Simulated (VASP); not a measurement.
# Sn (Im-3m) in VASP: a series of runs

The runs below take Sn through single point, with r2SCAN.

Program: VASP 6.6.1. These are calculated values, not measurements. Logs are shortened: lines on timing, memory, paths and dates and some standing lists are left out, and cuts for length are marked.

## Step 1: The cell of the first run

It takes space group Im-3m (No. 229, cubic). Conventional cell: a = 3.783 Å, b = 3.783 Å, c = 3.783 Å, α = 90.00°, β = 90.00°, γ = 90.00°. Sn (site symmetry m-3m) has 14 Sn at 3.28 to 3.78 Å within 4.3 Å.

## Step 2: Single point, r2SCAN

File POSCAR:

```
Sn
1.0
   -1.8912857987      1.8912857987      1.8912857987
    1.8912857987     -1.8912857987      1.8912857987
    1.8912857987      1.8912857987     -1.8912857987
Sn
1
Direct
    0.0000000000      0.0000000000      0.0000000000
```

File INCAR.step1:

```
SYSTEM = Sn
ALGO = Normal
EDIFF = 1E-4
ENCUT = 520
GGA = PE
ISMEAR = 0
LASPH = .True.
LCHARG = .False.
LREAL = .False.
LWAVE = .True.
NBANDS = 13
NELM = 80
PREC = Accurate
SIGMA = 0.15
```

File INCAR.step2:

```
SYSTEM = Sn
ALGO = Normal
EDIFF = 1E-6
ENCUT = 520
ISIF = 2
ISMEAR = 0
ISTART = 1
LASPH = .True.
LCHARG = .True.
LELF = .True.
LMIXTAU = .True.
LREAL = .False.
LVHAR = .True.
LWAVE = .False.
METAGGA = R2SCAN
NBANDS = 13
NELM = 80
PREC = Accurate
SIGMA = 0.15
```

File KPOINTS:

```
k-points
0
Gamma
  12 12 12
  0 0 0
```

Potentials or basis: VASP PAW PBE potentials, release 64 (Sn_d).

Run with:

```bash
> cat potpaw_PBE.64/Sn_d/POTCAR > POTCAR
> cp INCAR.step1 INCAR
> mpirun -np 1 vasp_std > vasp.out
> cp INCAR.step2 INCAR
> mpirun -np 1 vasp_std > vasp.out
```

OUTCAR:

```text
SYSTEM = Sn
   EDIFF = 1E-6
   ENCUT = 520
   ISIF = 2
   ISMEAR = 0
   ISTART = 1
   LASPH = .True.
   LREAL = .False.
   METAGGA = R2SCAN
   NELM = 80
   PREC = Accurate

 ion  position               nearest neighbor table
   1  0.000  0.000  0.000-

  LATTYP: Found a body centered cubic cell.
 ALAT       =     3.7825715974

  Lattice vectors:

 A1 = (  -1.8912857987,   1.8912857987,   1.8912857987)
 A2 = (   1.8912857987,  -1.8912857987,   1.8912857987)
 A3 = (   1.8912857987,   1.8912857987,  -1.8912857987)

Analysis of symmetry for initial positions (statically):
=====================================================================
 Subroutine PRICEL returns:
 Original cell was already a primitive cell.

 Routine SETGRP: Setting up the symmetry group for a
 body centered cubic supercell.

 Subroutine GETGRP returns: Found 48 space group operations
 (whereof 48 operations were pure point group operations)
 out of a pool of 48 trial point group operations.

The static configuration has the point symmetry O_h .

Analysis of symmetry for dynamics (positions and initial velocities):
=====================================================================
 Subroutine PRICEL returns:
 Original cell was already a primitive cell.

 Routine SETGRP: Setting up the symmetry group for a
 body centered cubic supercell.

 Subroutine GETGRP returns: Found 48 space group operations
 (whereof 48 operations were pure point group operations)
 out of a pool of 48 trial point group operations.

The dynamic configuration has the point symmetry O_h .

 Subroutine INISYM returns: Found 48 space group operations
 (whereof 48 operations are pure point group operations),
 and found     1 'primitive' translations

----------------------------------------------------------------------------------------

                                     Primitive cell

  volume of cell :      27.0602

  direct lattice vectors                    reciprocal lattice vectors
    -1.891285799  1.891285799  1.891285799     0.000000000  0.264370409  0.264370409
     1.891285799 -1.891285799  1.891285799     0.264370409  0.000000000  0.264370409
     1.891285799  1.891285799 -1.891285799     0.264370409  0.264370409  0.000000000

  length of vectors
     3.275803095  3.275803095  3.275803095     0.373876218  0.373876218  0.373876218

  position of ions in fractional coordinates (direct lattice)
     0.000000000  0.000000000  0.000000000

  ion indices of the primitive-cell ions
   primitive index   ion index
                 1           1

----------------------------------------------------------------------------------------

 KPOINTS: k-points

Automatic generation of k-mesh.
 Grid dimensions read from file:
 generate k-points for:   12   12   12

 Generating k-lattice:

  Cartesian coordinates                     Fractional coordinates (reciprocal lattice)
     0.000000000  0.022030867  0.022030867     0.083333333  0.000000000  0.000000000
     0.022030867  0.000000000  0.022030867     0.000000000  0.083333333  0.000000000
     0.022030867  0.022030867  0.000000000     0.000000000  0.000000000  0.083333333

  Length of vectors
     0.031156351  0.031156351  0.031156351

  Shift w.r.t. Gamma in fractional coordinates (k-lattice)
     0.000000000  0.000000000  0.000000000

 Subroutine IBZKPT returns following result:
 ===========================================

 Found     72 irreducible k-points:

 Following reciprocal coordinates:
            Coordinates               Weight
  0.000000  0.000000  0.000000      1.000000
  0.083333  0.000000  0.000000     12.000000
  0.166667  0.000000  0.000000     12.000000
  0.250000  0.000000  0.000000     12.000000
  0.333333  0.000000  0.000000     12.000000
  0.416667  0.000000  0.000000     12.000000
[... 16 lines left out ...]
  0.333333  0.083333  0.083333     24.000000
  0.416667  0.083333  0.083333     12.000000
 [... further k-points ...]
   k-points           NKPTS =     72   k-points in BZ     NKDIM =     72   number of bands    NBANDS=     13
   number of dos      NEDOS =    301   number of ions     NIONS =      1
   total plane-waves  NPLWV =  13824
   dimension x,y,z NGX =    24 NGY =   24 NGZ =   24
   dimension x,y,z NGXF=    48 NGYF=   48 NGZF=   48
   ions per type =               1
   NGX,Y,Z   is equivalent  to a cutoff of  12.18, 12.18, 12.18 a.u.
   NGXF,Y,Z  is equivalent  to a cutoff of  24.36, 24.36, 24.36 a.u.
 SYSTEM =  Sn
   PREC   = accura    normal or accurate (medium, high low for compatibility)
   ISTART =      1    job   : 0-new  1-cont  2-samecut
   ICHARG =      0    charge: 1-file 2-atom 10-const
   ISPIN  =      1    spin polarized calculation?
   LNONCOLLINEAR =      F non collinear calculations
   LSORBIT =      F    spin-orbit coupling
   LASPH  =      T    aspherical Exc in radial PAW
   ENCUT  =  520.0 eV  38.22 Ry    6.18 a.u.   6.09  6.09  6.09*2*pi/ulx,y,z
   NELM   =     80;   NELMIN=  2; NELMDL=  0     # of ELM steps
   EDIFF  = 0.1E-05   stopping-criterion for ELM
   LREAL  =      F    real-space projection
   EDIFFG = 0.1E-04   stopping-criterion for IOM
   NSW    =      0    number of steps for IOM
   IBRION =     -1    ionic relax: 0-MD 1-quasi-New 2-CG
   NFREE  =      0    steps in history (QN), initial steepest desc. (CG)
   ISIF   =      2    stress and relaxation
   ISYM   =      2    0-nonsym 1-usesym 2-fastsym
   POTIM  = 0.5000    time-step for ionic-motion
   TEBEG  =    0.0;   TEEND  =   0.0 temperature during run
   PSTRESS=    0.0 pullay stress
   NELECT =      14.0000    total number of electrons
   NUPDOWN=      -1.0000    fix difference up-down
   EMIN   =  10.00;   EMAX   =-10.00  energy-range for DOS
   EFERMI =   0.00;   METHOD = LEGACY
   ISMEAR =     0;   SIGMA  =   0.15  broadening in eV -4-tet -1-fermi 0-gaus
   EFERMI_NEDOS =   21; number of points for ismear=-14 and -15
   IALGO  =     38    algorithm
   IMIX   =      4    mixing-type and parameters
     AMIX     =   0.40;   BMIX     =  1.00
     AMIX_MAG =   1.60;   BMIX_MAG =  1.00
  volume/ion in A,a.u.               =      27.06       182.61
  Fermi-wavevector in a.u.,A,eV,Ry     =   1.314237  2.483548 23.500239  1.727219
  Thomas-Fermi vector in A             =   2.444504
   LORBIT       =      0    0 simple, 1 ext, 2 COOP (PROOUT), +10 PAW based schemes
   METAGGA = R2SCAN    functional components
   LHFCALC =     F    Hartree Fock is set to
   AEXX    =    0.0000 exact exchange contribution
   IVDW    =     0    specifies the selected vdW correction
   LEPSILON=     F    determine dielectric tensor
   LRPA    =     F    only Hartree local field effects (RPA)
 non-spin polarized calculation
 Gauss-broadening in eV      SIGMA  =   0.15
  energy-cutoff  :      520.00
  volume of cell :       27.06
 maximum number of plane-waves:       739
   NGX = 13   NGY = 13   NGZ = 13

 number of electron      13.9999993 magnetization

 Free energy of the ion-electron system (eV)
  ---------------------------------------------------
  ext. energy  EPLUGINS =         0.00000000
  ---------------------------------------------------
  free energy    TOTEN  =       -24.50669046 eV

  energy without entropy =      -24.50173358  energy(sigma->0) =      -24.50421202

 E-fermi :   8.1439     XC(G=0): -11.2884

 val. band max:        8.0906162843   @ k =  -0.4167   0.4167   0.4167
 cond. band min:       8.1598662363   @ k =   0.1667   0.1667   0.0833
 fundamental gap:      0.0692499519
 Fermi energy:         8.1439469117

 k-point     1 :       0.0000    0.0000    0.0000
  band No.  band energies     occupation
      1     -14.1904      2.00000
      2     -14.1903      2.00000
      3     -14.1903      2.00000
      4     -14.0356      2.00000
      5     -14.0356      2.00000
      6      -3.6006      2.00000
      7      16.5640      0.00000
      8      16.5640      0.00000
      9      16.5641      0.00000
     10      21.0059      0.00000
     11      21.0059      0.00000
     12      21.0059      0.00000
     13      21.3424      0.00000

 k-point     2 :       0.0833    0.0000    0.0000
  band No.  band energies     occupation
      1     -14.1938      2.00000
      2     -14.1855      2.00000
      3     -14.1744      2.00000
      4     -14.0395      2.00000
      5     -14.0363      2.00000
      6      -3.4397      2.00000
      7      15.2188      0.00000
      8      15.9187      0.00000
      9      16.3609      0.00000
     10      19.5697      0.00000
     11      19.7779      0.00000
     12      20.7112      0.00000
     13      22.1742      0.00000

 k-point     3 :       0.1667    0.0000    0.0000
  band No.  band energies     occupation
      1     -14.2031      2.00000
      2     -14.1738      2.00000
      3     -14.1303      2.00000
      4     -14.0487      2.00000
      5     -14.0378      2.00000
      6      -2.9561      2.00000
      7      12.5396      0.00000
      8      14.6964      0.00000
      9      15.8039      0.00000
     10      18.4699      0.00000
     11      18.6634      0.00000
     12      20.6847      0.00000
     13      22.6657      0.00000

 k-point     4 :       0.2500    0.0000    0.0000
  band No.  band energies     occupation
      1     -14.2158      2.00000
      2     -14.1638      2.00000
      3     -14.0694      2.00000
      4     -14.0562      2.00000
      5     -14.0397      2.00000
      6      -2.1495      2.00000
      7       9.7192      0.00000
      8      13.5273      0.00000
      9      15.1066      0.00000
     10      17.6678      0.00000
     11      17.8061      0.00000
     12      21.2310      0.00000
     13      23.2178      0.00000

 k-point     5 :       0.3333    0.0000    0.0000
  band No.  band energies     occupation
      1     -14.2285      2.00000
      2     -14.1634      2.00000
      3     -14.0551      2.00000
      4     -14.0417      2.00000
      5     -14.0076      2.00000
      6      -1.0279      2.00000
      7       7.0789      2.00000
      8      12.6151      0.00000
      9      14.4952      0.00000
     10      17.1120      0.00000
     11      17.2004      0.00000
     12      22.2006      0.00000
     13      23.9035      0.00000
[... 257 lines left out ...]
 k-point    22 :       0.2500    0.0833    0.0833
  band No.  band energies     occupation
      1     -14.2166      2.00000
      2     -14.1659      2.00000
      3     -14.0538      2.00000
      4     -14.0429      2.00000
      5     -14.0082      2.00000
      6      -0.7127      2.00000
      7       7.2571      2.00000
      8      10.8599      0.00000
      9      12.2186      0.00000
     10      19.5402      0.00000
     11      19.8819      0.00000
     12      22.6446      0.00000
     13      24.1470      0.00000

 k-point    23 :       0.3333    0.0833    0.0833
  band No.  band energies     occupation
      1     -14.2243      2.00000
      2     -14.1597      2.00000
      3     -14.0484      2.00000
      4     -14.0431      2.00000
      5     -13.9808      2.00000
      6       0.6506      2.00000
      7       5.0513      2.00000
      8      10.2379      0.00000
      9      11.7944      0.00000
     10      19.2369      0.00000
     11      19.6071      0.00000
     12      23.7833      0.00000
     13      24.9427      0.00000

 k-point    24 :       0.4167    0.0833    0.0833
  band No.  band energies     occupation
      1     -14.2270      2.00000
      2     -14.1588      2.00000
      3     -14.0448      2.00000
      4     -14.0433      2.00000
      5     -13.9712      2.00000
      6       1.6750      2.00000
      7       3.7367      2.00000
      8      10.0349      0.00000
      9      11.6511      0.00000
     10      19.1294      0.00000
     11      19.5021      0.00000
     12      24.5135      0.00000
     13      25.4126      0.00000

 [... further k-points ...]
[... 5 lines left out ...]
  --------------------------------------------------------------------------------------
  -------------------------------------------------------------------------------------
  Total       -0.0755022     -0.0755022     -0.0755022      0.0000000      0.0000000      0.0000000
  in kB       -4.4703207     -4.4703207     -4.4703207      0.0000000      0.0000000      0.0000000
  external PRESSURE =      -4.4703207 kB  Pullay stress =       0.0000000 kB

 VOLUME and BASIS-vectors are now :
 -----------------------------------------------------------------------------
  energy-cutoff  :      520.00
  volume of cell :       27.06
      direct lattice vectors                 reciprocal lattice vectors
    -1.891285799  1.891285799  1.891285799     0.000000000  0.264370409  0.264370409
     1.891285799 -1.891285799  1.891285799     0.264370409  0.000000000  0.264370409
     1.891285799  1.891285799 -1.891285799     0.264370409  0.264370409  0.000000000

 POSITION                                       TOTAL-FORCE (eV/Angst)
 -----------------------------------------------------------------------------------
      0.00000      0.00000      0.00000         0.000000      0.000000     -0.000000
 -----------------------------------------------------------------------------------
    total drift:                                0.000000      0.000000      0.000000

  FREE ENERGIE OF THE ION-ELECTRON SYSTEM (eV)
  ---------------------------------------------------
  free  energy   TOTEN  =       -24.5066904610 eV

  energy  without entropy=      -24.5017335789  energy(sigma->0) =      -24.50421202
```

Wall time 72 s (1 thread of AMD EPYC 7R43 (Zen 3), shared host); peak memory 0.12 GiB.

Results:

```
Free energy            : -24.5067 eV
Pressure               : -0.4 GPa
Band gap on the k mesh : zero (band 7 reaches 16.56 eV, above the bottom of band 8 at 5.46 eV)
```

Caveat: the PAW data sets were made with another functional, which shifts forces and pressure a little; spin-orbit coupling is left out, which moves the levels of the heavy elements.

## Step 3: Single point, r2SCAN

POSCAR is that of step 2.

File INCAR.step1:

```
SYSTEM = Sn
PREC     = Accurate       ! precision mode
ENCUT    = 520            ! plane-wave cutoff, eV
ISMEAR   = 0              ! smearing method
SIGMA    = 0.1            ! smearing width, eV
LREAL    = .FALSE.        ! projectors in reciprocal space
LASPH    = .TRUE.         ! aspherical terms in the spheres
NELM     = 60             ! most SCF steps
NBANDS   = 13             ! bands
GGA      = PE             ! functional
ALGO     = Normal         ! electronic algorithm
EDIFF    = 1E-4           ! SCF threshold, eV
LWAVE    = .TRUE.         ! write WAVECAR
LCHARG   = .FALSE.        ! write CHGCAR
```

File INCAR.step2:

```
SYSTEM = Sn
PREC     = Accurate       ! precision mode
ENCUT    = 520            ! plane-wave cutoff, eV
EDIFF    = 1E-6           ! SCF threshold, eV
ISMEAR   = 0              ! smearing method
SIGMA    = 0.1            ! smearing width, eV
LREAL    = .FALSE.        ! projectors in reciprocal space
LASPH    = .TRUE.         ! aspherical terms in the spheres
NELM     = 60             ! most SCF steps
ALGO     = Normal         ! electronic algorithm
ISIF     = 2              ! what is computed and relaxed
LWAVE    = .FALSE.        ! write WAVECAR
LCHARG   = .TRUE.         ! write CHGCAR
METAGGA  = R2SCAN         ! meta-GGA
LMIXTAU  = .TRUE.       
LELF     = .TRUE.         ! ELF
LVHAR    = .TRUE.       
NBANDS   = 13             ! bands
ISTART   = 1
```

File KPOINTS:

```
regular mesh
0
G
  16 16 16
  0 0 0
```

Potentials or basis: VASP PAW PBE potentials, release 64 (Sn_d).

Run with:

```bash
> cat potpaw_PBE.64/Sn_d/POTCAR > POTCAR
> cp INCAR.step1 INCAR
> mpirun -np 1 vasp_std > vasp.out
> cp INCAR.step2 INCAR
> mpirun -np 1 vasp_std > vasp.out
```

Wall time 2.2 min (1 thread of AMD EPYC 7R43 (Zen 3), shared host); peak memory 0.14 GiB.

The run converged. Its results:

```
Free energy            : -24.4979 eV
Pressure               : 0.0 GPa
Band gap on the k mesh : zero (band 7 reaches 16.56 eV, above the bottom of band 8 at 5.55 eV)
```

Levels at points of the mesh, in eV from the Fermi level:
```csv
k point,band 3,band 4,band 5,band 6,band 7,band 8,band 9,band 10,band 11,band 12
"(0.00, 0.00, 0.00)",-22.23,-22.07,-22.07,-11.64,8.52,8.52,8.52,12.96,12.96,12.96
"(0.50, 0.00, 0.00)",-22.08,-22.08,-21.98,-6.61,-4.67,3.80,5.91,8.64,8.68,16.04
"(0.50, 0.50, 0.50)",-22.00,-22.00,-22.00,-2.26,-0.56,-0.56,-0.56,4.22,4.22,19.17
```

Caveat: the PAW data sets were made with another functional, which shifts forces and pressure a little; spin-orbit coupling is left out, which moves the levels of the heavy elements.

## Step 4: Single point, r2SCAN

This run uses another cell than the first one: it holds 2 atoms, not 1.

File POSCAR:

```
Sn
1.0
    0.0000000000     -3.7825715973      0.0000000000
   -3.7825715973      0.0000000000      0.0000000000
    0.0000000000      0.0000000000     -3.7825715973
Sn
2
Direct
    0.5000000000      0.5000000000      0.5000000000
    0.0000000000      0.0000000000      0.0000000000
```

File INCAR.step1:

```
ALGO = Normal
EDIFF = 1E-4
ENCUT = 520
GGA = PE
ISMEAR = 0
LASPH = True
LCHARG = False
LREAL = False
LWAVE = True
NBANDS = 21
NELM = 60
PREC = Accurate
SIGMA = 0.15
```

File INCAR.step2:

```
ALGO = Normal
EDIFF = 1E-6
ENCUT = 520
ISIF = 2
ISMEAR = 0
ISTART = 1
LASPH = True
LCHARG = True
LELF = True
LMIXTAU = True
LREAL = False
LVHAR = True
LWAVE = False
METAGGA = R2SCAN
NBANDS = 21
NELM = 60
PREC = Accurate
SIGMA = 0.15
```

File KPOINTS:

```
k-points
0
Gamma
  10 10 10
```

Run with:

```bash
> cat potpaw_PBE.64/Sn_d/POTCAR > POTCAR
> cp INCAR.step1 INCAR
> mpirun -np 1 vasp_std > vasp.out
> cp INCAR.step2 INCAR
> mpirun -np 1 vasp_std > vasp.out
```

It took 2.4 min on 1 thread of AMD EPYC 7R43 (Zen 3), shared host; peak memory 0.15 GiB.

The run converged. Its results:

- Free energy: -49.0001 eV
- Pressure: -0.4 GPa
- Band gap on the k mesh: zero (band 14 reaches 10.54 eV, above the bottom of band 15 at 5.91 eV)

Levels at points of the mesh, in eV from the Fermi level:
```csv
k point,band 11,band 12,band 13,band 14,band 15,band 16,band 17,band 18
"(0.00, 0.00, 0.00)",-11.72,-2.33,-0.63,-0.63,-0.63,4.15,4.15,8.45
"(0.50, 0.00, 0.00)",-8.83,-8.83,2.42,2.42,2.50,2.50,2.50,2.50
"(0.50, 0.50, 0.00)",-6.69,-6.69,-4.74,-4.74,3.73,3.73,5.84,5.84
"(0.50, 0.50, 0.50)",-5.30,-5.30,-1.58,-1.58,-1.58,-1.58,-1.58,-1.58
```

Caveat: the PAW data sets were made with another functional, which shifts forces and pressure a little; spin-orbit coupling is left out, which moves the levels of the heavy elements.

(Part 1 of 2 ends here.)
